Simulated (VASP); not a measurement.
Wanted: the native input for a VASP 6.6.1 run.

* Task: single point
* Functional: r2SCAN
* Potentials or basis: VASP PAW PBE potentials, release 64 (Pb_d, S)
* Cutoff: 520 eV
* k mesh: 5 × 5 × 1
* Occupations: gaussian, width 0.1 eV
* Spin: no spin polarisation
* Dipole correction: no
* Further INCAR settings: ALGO = Normal; EDIFF = 1e-06; NBANDS = 28

The system is PbS, a slab with vacuum.

```
Pb S
1.0
     2.98282   -2.98531    0.00000
     2.98282    2.98531    0.00000
    -2.09833    0.00000   22.20667
Pb S
2 2
Direct
  0.73256 0.72212 0.93570
  0.27788 0.26744 0.06430
  0.24595 0.21579 0.94437
  0.78421 0.75405 0.05563
```

One way to write it, as run:

POSCAR

```
PbS
1.0
    2.9828200000     -2.9853100000      0.0000000000
    2.9828200000      2.9853100000      0.0000000000
   -2.0983300000      0.0000000000     22.2066700000
Pb S
2 2
Direct
    0.7325600000      0.7221200000      0.9357000000
    0.2778800000      0.2674400000      0.0643000000
    0.2459500000      0.2157900000      0.9443700000
    0.7842100000      0.7540500000      0.0556300000
```

INCAR.step1

```
SYSTEM = PbS
  PREC = Accurate
  ENCUT = 520
  ISMEAR = 0
  SIGMA = 0.1
  LREAL = .FALSE.
  LASPH = .TRUE.
  NELM = 60
  NBANDS = 28
  GGA = PE
  ALGO = Normal
  EDIFF = 1E-4
  LWAVE = .TRUE.
  LCHARG = .FALSE.
```

INCAR.step2

```
SYSTEM = PbS
  PREC = Accurate
  ENCUT = 520
  EDIFF = 1E-6
  ISMEAR = 0
  SIGMA = 0.1
  LREAL = .FALSE.
  LASPH = .TRUE.
  NELM = 60
  ALGO = Normal
  ISIF = 2
  LWAVE = .FALSE.
  LCHARG = .FALSE.
  METAGGA = R2SCAN
  LMIXTAU = .TRUE.
  NBANDS = 28
  ISTART = 1
```

KPOINTS

```
regular mesh
0
G
  5 5 1
  0 0 0
```

Potentials or basis: VASP PAW PBE potentials, release 64 (Pb_d, S).

The run is started by

```sh
$ cat potpaw_PBE.64/Pb_d/POTCAR potpaw_PBE.64/S/POTCAR > POTCAR
$ cp INCAR.step1 INCAR
$ mpirun -np 1 vasp_std > vasp.out
$ cp INCAR.step2 INCAR
$ mpirun -np 1 vasp_std > vasp.out
```

It gave:

* Largest force: 0.014 eV/Å
* Band gap on the k mesh: 2.14 eV, direct

Caveat: the PAW data sets were made with another functional, which shifts forces and pressure a little; spin-orbit coupling is left out, which moves the levels of the heavy elements.

Run time: 7.1 min on 1 thread of Intel(R) Xeon(R) Platinum 8259CL CPU @ 2.50GHz (Skylake/Cascade Lake) (shared host), peak memory 0.49 GiB.
